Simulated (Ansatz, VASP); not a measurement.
**AgB2: VASP beside Ansatz**

File INCAR:

```
SYSTEM = AgB2
ALGO = Normal ; EDIFF = 1E-6
ENCUT = 520 ; GGA = PS
ISIF = 2 ; ISMEAR = -1
LASPH = .TRUE. ; LCHARG = .FALSE.
LREAL = .FALSE. ; LWAVE = .FALSE.
NBANDS = 16 ; NELM = 60
PREC = Accurate ; SIGMA = 0.05
```

Contents of KPOINTS:

```
k-points
0
G
  16 16 13
  0 0 0
```

The input POSCAR:

```
AgB2
1.0
    3.0000016405      0.0000000000      0.0000000000
   -1.5000008203      2.5980776321      0.0000000000
    0.0000000000      0.0000000000      3.1752000000
Ag B
1 2
Direct
    0.0000000000      0.0000000000      0.0000000000
    0.3333333333      0.6666666667      0.5000000000
    0.6666666667      0.3333333333      0.5000000000
```

Input for Ansatz:

```yaml
crystal:
  lattice:
    - [3.0000016405, 0.0, 0.0]
    - [-1.5000008203, 2.5980776321, 0.0]
    - [0.0, 0.0, 3.1752]
  atoms:
    - { symbol: Ag, position: [0.0, 0.0, 0.0] }
    - { symbol: B, position: [0.3333333333, 0.6666666667, 0.5] }
    - { symbol: B, position: [0.6666666667, 0.3333333333, 0.5] }
kpoints:
  mp_grid: { grid: [16, 16, 13] }
  band_path:
    path:
      - [0.0, 0.0, 0.0]
      - [0.5, 0.0, 0.0]
      - [0.3333333333, 0.3333333333, 0.0]
      - [0.0, 0.0, 0.0]
      - [0.0, 0.0, 0.5]
      - [0.5, 0.0, 0.5]
      - [0.3333333333, 0.3333333333, 0.5]
      - [0.0, 0.0, 0.5]
      - [0.5, 0.0, 0.5]
    npoints: 5
scf:
  occupations: { method: fermi_dirac, width: 0.05 }
hamiltonian:
  xc: pbesol
  pseudopotentials: { kind: all_electron, lapw: { basis_error: 0.001 } }
output:
  forces: true
  stress: true
  eigenvalues: true
```

Change from the starting cell: zz strain of -2 %.

Alike in both runs: task single point; functional PBEsol; k mesh 16 × 16 × 13; occupations fermi-dirac, width 0.05 eV; no spin polarisation.

|  | VASP | Ansatz |
| --- | --- | --- |
| version | VASP 6.6.1 | Ansatz 0.2.0 |
| potentials or method | VASP PAW PBE potentials, release 64 (Ag, B), cutoff 520 eV | all-electron LAPW, scalar-relativistic |

```tsv
	VASP	Ansatz	Ansatz less VASP
pressure (GPa)	54.2	54.1	-0.08
traceless stress, the component that is largest in VASP (GPa)	22.83	23.00	+0.170
```

VASP's potentials were made for PBE, not for PBEsol. Both programs put the cell under a high pressure, so it lies far from rest at this level. Ansatz ran all-electron here, and VASP with PAW potentials.
